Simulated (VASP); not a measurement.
# As (I4_1/amd) in VASP: a series of runs

As is run at these levels: r2SCAN; tasks: single point.

Program: VASP 6.6.1. These are calculated values, not measurements. Logs are shortened: lines on timing, memory, paths and dates and some standing lists are left out, and cuts for length are marked.

### Step 1. The cell of the first run

The structure is tetragonal, space group I4_1/amd (No. 141). The conventional cell has a = 5.299 Å, b = 5.299 Å, c = 2.890 Å, α = 90.00°, β = 90.00°, γ = 90.00°. Within 3.6 Å of As (site symmetry -4m2) lie 10 As at 2.75 to 3.42 Å.

### Step 2. Single point, r2SCAN

Contents of POSCAR:

```
As
1.0
   -2.6493126013      2.6493126013      1.4452489289
    2.6493126013     -2.6493126013      1.4452489289
    2.6493126013      2.6493126013     -1.4452489289
As
2
Direct
    0.0000000000      0.0000000000      0.0000000000
    0.7500000000      0.2500000000      0.5000000000
```

Contents of INCAR.step1:

```
SYSTEM = As
PREC = Accurate
ENCUT = 520
ISMEAR = 0
SIGMA = 0.1
LREAL = .False.
LASPH = .True.
NELM = 100
NBANDS = 12
GGA = PE
ALGO = Normal
EDIFF = 1E-4
LWAVE = .True.
LCHARG = .False.
```

Contents of INCAR.step2:

```
SYSTEM = As
PREC = Accurate
ENCUT = 520
EDIFF = 1E-6
ISMEAR = 0
SIGMA = 0.1
LREAL = .False.
LASPH = .True.
NELM = 100
ALGO = Normal
ISIF = 2
LWAVE = .False.
LCHARG = .False.
METAGGA = R2SCAN
LMIXTAU = .True.
NBANDS = 12
ISTART = 1
```

Contents of KPOINTS:

```
Automatic mesh
0
Gamma
  8 8 8
  0 0 0
```

Potentials or basis: VASP PAW PBE potentials, release 64 (As).

Started as:

```console
cat potpaw_PBE.64/As/POTCAR > POTCAR
cp INCAR.step1 INCAR
mpirun -np 1 vasp_std > vasp.out
cp INCAR.step2 INCAR
mpirun -np 1 vasp_std > vasp.out
```

OUTCAR:

```text
SYSTEM = As
   PREC = Accurate
   ENCUT = 520
   EDIFF = 1E-6
   ISMEAR = 0
   LREAL = .False.
   LASPH = .True.
   NELM = 100
   ISIF = 2
   METAGGA = R2SCAN
   ISTART = 1

 ion  position               nearest neighbor table
   1  0.000  0.000  0.000-   2 2.75   2 2.75   2 2.75   2 2.75
   2  0.750  0.250  0.500-   1 2.75   1 2.75   1 2.75   1 2.75

  LATTYP: Found a body centered tetragonal cell.
 ALAT       =     5.2986252026
 C/A-ratio  =     0.5455184595

  Lattice vectors:

 A1 = (  -2.6493126013,   2.6493126013,   1.4452489289)
 A2 = (   2.6493126013,  -2.6493126013,   1.4452489289)
 A3 = (   2.6493126013,   2.6493126013,  -1.4452489289)

Analysis of symmetry for initial positions (statically):
=====================================================================
 Subroutine PRICEL returns:
 Original cell was already a primitive cell.

 Routine SETGRP: Setting up the symmetry group for a
 body centered tetragonal supercell.

 Subroutine GETGRP returns: Found 16 space group operations
 (whereof  8 operations were pure point group operations)
 out of a pool of 16 trial point group operations.

The static configuration has the point symmetry D_2d.
 The point group associated with its full space group is D_4h.

Analysis of symmetry for dynamics (positions and initial velocities):
=====================================================================
 Subroutine PRICEL returns:
 Original cell was already a primitive cell.

 Routine SETGRP: Setting up the symmetry group for a
 body centered tetragonal supercell.

 Subroutine GETGRP returns: Found 16 space group operations
 (whereof  8 operations were pure point group operations)
 out of a pool of 16 trial point group operations.

The dynamic configuration has the point symmetry D_2d.
 The point group associated with its full space group is D_4h.

 Subroutine INISYM returns: Found 16 space group operations
 (whereof  8 operations are pure point group operations),
 and found     1 'primitive' translations

----------------------------------------------------------------------------------------

                                     Primitive cell

  volume of cell :      40.5760

  direct lattice vectors                    reciprocal lattice vectors
    -2.649312601  2.649312601  1.445248929     0.000000000  0.188728201  0.345961163
     2.649312601 -2.649312601  1.445248929     0.188728201  0.000000000  0.345961163
     2.649312601  2.649312601 -1.445248929     0.188728201  0.188728201  0.000000000

  length of vectors
     4.015776262  4.015776262  4.015776262     0.394090675  0.394090675  0.266901981

  position of ions in fractional coordinates (direct lattice)
     0.000000000  0.000000000  0.000000000
     0.750000000  0.250000000  0.500000000

  ion indices of the primitive-cell ions
   primitive index   ion index
                 1           1
                 2           2

----------------------------------------------------------------------------------------

 KPOINTS: Automatic mesh

Automatic generation of k-mesh.
 Grid dimensions read from file:
 generate k-points for:    8    8    8

 Generating k-lattice:

  Cartesian coordinates                     Fractional coordinates (reciprocal lattice)
     0.000000000  0.023591025  0.043245145     0.125000000  0.000000000  0.000000000
     0.023591025  0.000000000  0.043245145     0.000000000  0.125000000  0.000000000
     0.023591025  0.023591025  0.000000000     0.000000000  0.000000000  0.125000000

  Length of vectors
     0.049261334  0.049261334  0.033362748

  Shift w.r.t. Gamma in fractional coordinates (k-lattice)
     0.000000000  0.000000000  0.000000000

 Subroutine IBZKPT returns following result:
 ===========================================

 Found     59 irreducible k-points:

 Following reciprocal coordinates:
            Coordinates               Weight
  0.000000  0.000000  0.000000      1.000000
  0.125000 -0.000000  0.000000      8.000000
  0.250000 -0.000000  0.000000      8.000000
  0.375000  0.000000  0.000000      8.000000
  0.500000 -0.000000  0.000000      4.000000
  0.125000  0.125000  0.000000      8.000000
[... 16 lines left out ...]
  0.250000  0.125000  0.125000     16.000000
  0.375000  0.125000  0.125000      8.000000
 [... further k-points ...]
   k-points           NKPTS =     59   k-points in BZ     NKDIM =     59   number of bands    NBANDS=     12
   number of dos      NEDOS =    301   number of ions     NIONS =      2
   total plane-waves  NPLWV =  27000
   dimension x,y,z NGX =    30 NGY =   30 NGZ =   30
   dimension x,y,z NGXF=    60 NGYF=   60 NGZF=   60
   ions per type =               2
   NGX,Y,Z   is equivalent  to a cutoff of  12.42, 12.42, 12.42 a.u.
   NGXF,Y,Z  is equivalent  to a cutoff of  24.84, 24.84, 24.84 a.u.
 SYSTEM =  As
   PREC   = accura    normal or accurate (medium, high low for compatibility)
   ISTART =      1    job   : 0-new  1-cont  2-samecut
   ICHARG =      0    charge: 1-file 2-atom 10-const
   ISPIN  =      1    spin polarized calculation?
   LNONCOLLINEAR =      F non collinear calculations
   LSORBIT =      F    spin-orbit coupling
   LASPH  =      T    aspherical Exc in radial PAW
   ENCUT  =  520.0 eV  38.22 Ry    6.18 a.u.   7.47  7.47  7.47*2*pi/ulx,y,z
   NELM   =    100;   NELMIN=  2; NELMDL=  0     # of ELM steps
   EDIFF  = 0.1E-05   stopping-criterion for ELM
   LREAL  =      F    real-space projection
   EDIFFG = 0.1E-04   stopping-criterion for IOM
   NSW    =      0    number of steps for IOM
   IBRION =     -1    ionic relax: 0-MD 1-quasi-New 2-CG
   NFREE  =      0    steps in history (QN), initial steepest desc. (CG)
   ISIF   =      2    stress and relaxation
   ISYM   =      2    0-nonsym 1-usesym 2-fastsym
   POTIM  = 0.5000    time-step for ionic-motion
   TEBEG  =    0.0;   TEEND  =   0.0 temperature during run
   PSTRESS=    0.0 pullay stress
   NELECT =      10.0000    total number of electrons
   NUPDOWN=      -1.0000    fix difference up-down
   EMIN   =  10.00;   EMAX   =-10.00  energy-range for DOS
   EFERMI =   0.00;   METHOD = LEGACY
   ISMEAR =     0;   SIGMA  =   0.10  broadening in eV -4-tet -1-fermi 0-gaus
   EFERMI_NEDOS =   21; number of points for ismear=-14 and -15
   IALGO  =     38    algorithm
   IMIX   =      4    mixing-type and parameters
     AMIX     =   0.40;   BMIX     =  1.00
     AMIX_MAG =   1.60;   BMIX_MAG =  1.00
  volume/ion in A,a.u.               =      20.29       136.91
  Fermi-wavevector in a.u.,A,eV,Ry     =   1.026404  1.939623 14.333817  1.053506
  Thomas-Fermi vector in A             =   2.160295
   LORBIT       =      0    0 simple, 1 ext, 2 COOP (PROOUT), +10 PAW based schemes
   METAGGA = R2SCAN    functional components
   LHFCALC =     F    Hartree Fock is set to
   AEXX    =    0.0000 exact exchange contribution
   IVDW    =     0    specifies the selected vdW correction
   LEPSILON=     F    determine dielectric tensor
   LRPA    =     F    only Hartree local field effects (RPA)
 non-spin polarized calculation
 Gauss-broadening in eV      SIGMA  =   0.10
  energy-cutoff  :      520.00
  volume of cell :       40.58
 maximum number of plane-waves:      1125
 NGX is ok and might be reduce to    30
   NGX = 15   NGY = 15   NGZ = 15

 number of electron       9.9999999 magnetization

 Free energy of the ion-electron system (eV)
  ---------------------------------------------------
  ext. energy  EPLUGINS =         0.00000000
  ---------------------------------------------------
  free energy    TOTEN  =       -28.74311075 eV

  energy without entropy =      -28.73681197  energy(sigma->0) =      -28.73996136

 E-fermi :   5.6648     XC(G=0): -10.8611

 val. band max:        5.6328556225   @ k =  -0.3750   0.3750   0.0000
 cond. band min:       5.6918168655   @ k =   0.2500   0.2500   0.1250
 fundamental gap:      0.0589612430
 Fermi energy:         5.6648132634

 k-point     1 :       0.0000    0.0000    0.0000
  band No.  band energies     occupation
      1      -9.7837      2.00000
      2      -2.5560      2.00000
      3       1.5503      2.00000
      4       1.5503      2.00000
      5       8.9012      0.00000
      6      10.1885      0.00000
      7      10.1885      0.00000
      8      10.3542      0.00000
      9      10.4751      0.00000
     10      15.6880      0.00000
     11      16.7033      0.00000
     12      17.0572      0.00000

 k-point     2 :       0.1250   -0.0000    0.0000
  band No.  band energies     occupation
      1      -9.4386      2.00000
      2      -2.6681      2.00000
      3       1.5906      2.00000
      4       2.2565      2.00000
      5       8.0384      0.00000
      6       8.4788      0.00000
      7       9.4869      0.00000
      8       9.6376      0.00000
      9      10.1481      0.00000
     10      15.5554      0.00000
     11      16.4866      0.00000
     12      16.8037      0.00000

 k-point     3 :       0.2500   -0.0000    0.0000
  band No.  band energies     occupation
      1      -8.4260      2.00000
      2      -2.7598      2.00000
      3       1.7792      2.00000
      4       3.7109      2.00000
      5       4.5273      2.00000
      6       5.7266      0.38245
      7       8.4189      0.00000
      8       9.2728      0.00000
      9      11.3953      0.00000
     10      13.7035      0.00000
     11      15.0701      0.00000
     12      17.7089      0.00000
[... 286 lines left out ...]
 k-point    23 :       0.2500    0.1250    0.1250
  band No.  band energies     occupation
      1      -6.5756      2.00000
      2      -3.5450      2.00000
      3       1.0753      2.00000
      4       2.0643      2.00000
      5       4.1355      2.00000
      6       5.9531      0.00005
      7       7.8397      0.00000
      8       8.5684      0.00000
      9      12.1927      0.00000
     10      13.4128      0.00000
     11      15.9611      0.00000
     12      17.2911      0.00000

 k-point    24 :       0.3750    0.1250    0.1250
  band No.  band energies     occupation
      1      -5.3578      2.00000
      2      -3.7410      2.00000
      3      -0.1878      2.00000
      4       1.1167      2.00000
      5       4.2826      2.00000
      6       6.7739      0.00000
      7       7.9218      0.00000
      8       8.2481      0.00000
      9      12.7942      0.00000
     10      13.7272      0.00000
     11      14.5508      0.00000
     12      17.3527      0.00000

 [... further k-points ...]
[... 5 lines left out ...]
  --------------------------------------------------------------------------------------
  -------------------------------------------------------------------------------------
  Total        0.1277578      0.1277578     -1.1243566      0.0000000     -0.0000000      0.0000000
  in kB        5.0446248      5.0446248    -44.3961812      0.0000000     -0.0000000      0.0000000
  external PRESSURE =     -11.4356439 kB  Pullay stress =       0.0000000 kB

 VOLUME and BASIS-vectors are now :
 -----------------------------------------------------------------------------
  energy-cutoff  :      520.00
  volume of cell :       40.58
      direct lattice vectors                 reciprocal lattice vectors
    -2.649312601  2.649312601  1.445248929     0.000000000  0.188728201  0.345961163
     2.649312601 -2.649312601  1.445248929     0.188728201  0.000000000  0.345961163
     2.649312601  2.649312601 -1.445248929     0.188728201  0.188728201  0.000000000

 POSITION                                       TOTAL-FORCE (eV/Angst)
 -----------------------------------------------------------------------------------
      0.00000      0.00000      0.00000         0.000000     -0.000000      0.000000
      0.00000      2.64931      0.72262        -0.000000      0.000000     -0.000000
 -----------------------------------------------------------------------------------
    total drift:                                0.000000     -0.000000      0.000000

  FREE ENERGIE OF THE ION-ELECTRON SYSTEM (eV)
  ---------------------------------------------------
  free  energy   TOTEN  =       -28.7431107486 eV

  energy  without entropy=      -28.7368119734  energy(sigma->0) =      -28.73996136
```

Run time: 57 s. Hardware: 1 thread of Intel Xeon 6975P-C (Granite Rapids), shared host; peak memory 0.18 GiB.

Results:

| Quantity | Value |
| --- | --- |
| Free energy | -28.7431 eV |
| Pressure | -1.1 GPa |
| Band gap on the k mesh | zero (band 5 reaches 9.31 eV, above the bottom of band 6 at 3.30 eV) |

Levels at points of the mesh, in eV from the Fermi level:
```
           k point  band 1  band 2  band 3  band 4  band 5  band 6  band 7  band 8  band 9  band 10
(0.00, 0.00, 0.00)  -15.45   -8.22   -4.11   -4.11    3.24    4.52    4.52    4.69    4.81    10.02
(0.50, 0.00, 0.00)  -11.30   -9.08   -5.18   -3.81   -3.29    0.89    1.58    2.53    7.65     9.82
(0.50, 0.50, 0.00)  -12.99  -12.99   -1.45   -1.45   -0.49   -0.49    4.56    4.56    9.72     9.72
(0.50, 0.50, 0.50)  -11.97  -11.97   -6.96   -6.96    3.58    3.58    7.02    7.02   12.49    12.49
```

Caveat: the PAW data sets were made with another functional, which shifts forces and pressure a little.

[end of part 1 of 2]
